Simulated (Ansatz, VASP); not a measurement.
**Two plane-wave programs on KCdCO3F**

```
CELL_PARAMETERS angstrom
5.13207 0.00000 0.00000
-2.56603 4.44450 0.00000
0.00000 0.00000 4.48945
ATOMIC_POSITIONS crystal
K 0.00000 0.00000 0.00000
Cd 0.66667 0.33333 0.50000
C 0.33333 0.66667 0.50000
O 0.18786 0.37572 0.50000
O 0.18786 0.81214 0.50000
O 0.62428 0.81214 0.50000
F 0.66667 0.33333 0.00000
```

Alike in both runs: functional PBE; k mesh 9 × 9 × 10; occupations gaussian, width 0.02 eV; no spin polarisation.

Ansatz relaxed the structure, and its values are those at the end. VASP's run is a single point on that final structure, the one shown.

|  | VASP | Ansatz |
| --- | --- | --- |
| version | VASP 6.6.1 | Ansatz 0.2.0 |
| potentials or method | VASP PAW PBE potentials, release 64 (K_sv, Cd, C, O, F), cutoff 520 eV | scalar-relativistic, plane waves, PAW |
| valence electrons in the cell | 50 | 58 |

```csv
,VASP,Ansatz,Ansatz less VASP
gap on the k mesh at the Fermi level (eV),1.75,1.78,+0.026
least direct gap on the mesh (eV),1.75,1.78,+0.026
pressure (GPa),0.7,0.0,-0.74
rms of the force components (eV/Å),0.098,0.000,-0.0979
```

VASP's potentials hold 50 valence electrons a cell and Ansatz's 58, so a difference there can come from the potentials and not from the codes.
